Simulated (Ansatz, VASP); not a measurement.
## Al in VASP and in Ansatz

The input INCAR:

```
PREC = Accurate
ENCUT = 520
EDIFF = 1E-6
ISMEAR = 0
SIGMA = 0.15
LREAL = F
LASPH = T
NELM = 60
ALGO = Fast
ISIF = 2
LWAVE = F
LCHARG = F
GGA = PS
NBANDS = 10
```

File KPOINTS:

```
regular mesh
0
Gamma
  24 24 14
```

POSCAR

```
Al
1.0
    2.6114056116      0.0000000000      0.0000000000
   -1.3057028058      2.2615435992      0.0000000000
    0.0000000000      0.0000000000      5.5236869996
Al
2
Direct
    0.6666666667      0.3333333333      0.7500000000
    0.3333333333      0.6666666667      0.2500000000
```

Input for Ansatz:

```yaml
crystal:
  lattice:
    - [2.6114056116, 0.0, 0.0]
    - [-1.3057028058, 2.2615435992, 0.0]
    - [0.0, 0.0, 5.5236869996]
  atoms:
    - { symbol: Al, position: [0.6666666667, 0.3333333333, 0.75] }
    - { symbol: Al, position: [0.3333333333, 0.6666666667, 0.25] }
basis:
  ecutwfc: 420
kpoints:
  mp_grid: { grid: [24, 24, 14] }
hamiltonian:
  xc: pbesol
scf:
  occupations: { method: gaussian, width: 0.15 }
output:
  forces: true
  stress: true
  eigenvalues: true
```

Alike in both runs: task single point; functional PBEsol; k mesh 24 × 24 × 14; occupations gaussian, width 0.15 eV; no spin polarisation.

|  | VASP | Ansatz |
| --- | --- | --- |
| version | VASP 6.6.1 | Ansatz 0.2.0 |
| potentials or method | VASP PAW PBE potentials, release 64 (Al), cutoff 520 eV | scalar-relativistic, plane waves, PAW |
| valence electrons in the cell | 6 | 6 |

|  | VASP | Ansatz | Ansatz less VASP |
| --- | --- | --- | --- |
| gap on the k mesh at the Fermi level (eV) | none | none | - |
| pressure (GPa) | 7.3 | 7.2 | -0.11 |
| traceless stress, the component that is largest in VASP (GPa) | -15.55 | -15.44 | +0.105 |

VASP's potentials were made for PBE, not for PBEsol. A gap of «none» marks a metal or a gap that the smearing closes.
